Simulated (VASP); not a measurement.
Write the native input for VASP 6.6.1 that does the following.

```yaml
Task: single point
Functional: PBEsol
Potentials_or_basis: VASP PAW PBE potentials, release 64 (Sn_d)
Cutoff: 520 eV
k_mesh: 8 × 8 × 8
Occupations: fermi-dirac, width 0.05 eV
Spin: no spin polarisation
Dipole_correction: no
Further_INCAR_settings: ALGO = Normal; EDIFF = 1e-07; NBANDS = 21
```

The structure of Sn lies in POSCAR:

```
Sn
1.0
    0.0000000000      3.2710663102      3.2710663102
    3.2710663102      0.0000000000      3.2710663102
    3.2710663102      3.2710663102      0.0000000000
Sn
2
Direct
   -0.2825000000     -0.0725000000     -0.0725000000
    0.2825000000      0.0725000000      0.0725000000
```

This cell differs from its parent crystal: shortest bond scaled by 0.58.

One way to write it, as run:

INCAR

```
ALGO     = Normal         # electronic algorithm
EDIFF    = 1E-7           # SCF threshold, eV
ENCUT    = 520            # plane-wave cutoff, eV
GGA      = PS             # functional
ISIF     = 2              # what is computed and relaxed
ISMEAR   = -1             # smearing method
LASPH    = T              # aspherical terms in the spheres
LCHARG   = F              # write CHGCAR
LREAL    = F              # projectors in reciprocal space
LWAVE    = F              # write WAVECAR
NBANDS   = 21             # bands
NELM     = 60             # most SCF steps
PREC     = Accurate       # precision mode
SIGMA    = 0.05           # smearing width, eV
```

KPOINTS

```
k-points
0
Gamma
  8 8 8
```

Potentials or basis: VASP PAW PBE potentials, release 64 (Sn_d).

Run with:

```sh
$ cat potpaw_PBE.64/Sn_d/POTCAR > POTCAR
$ mpirun -np 1 vasp_std > vasp.out
```

It gave:

| Quantity | Value |
| --- | --- |
| Pressure | 76.3 GPa |
| Largest force | 62.264 eV/Å |
| Band gap on the k mesh | zero (bands 14 and 15 overlap by 0.30 eV) |

Caveat: the cell differs from its parent crystal (shortest bond scaled by 0.58); atoms lie so close that the PAW spheres overlap strongly, which falsifies energies and pressures; the cell stands under pressure; the PAW data sets were made with another functional, which shifts forces and pressure a little; spin-orbit coupling is left out, which moves the levels of the heavy elements.

It took 85 s on 1 thread of Intel Xeon 8259CL, with other jobs on the host, peak memory 0.24 GiB.
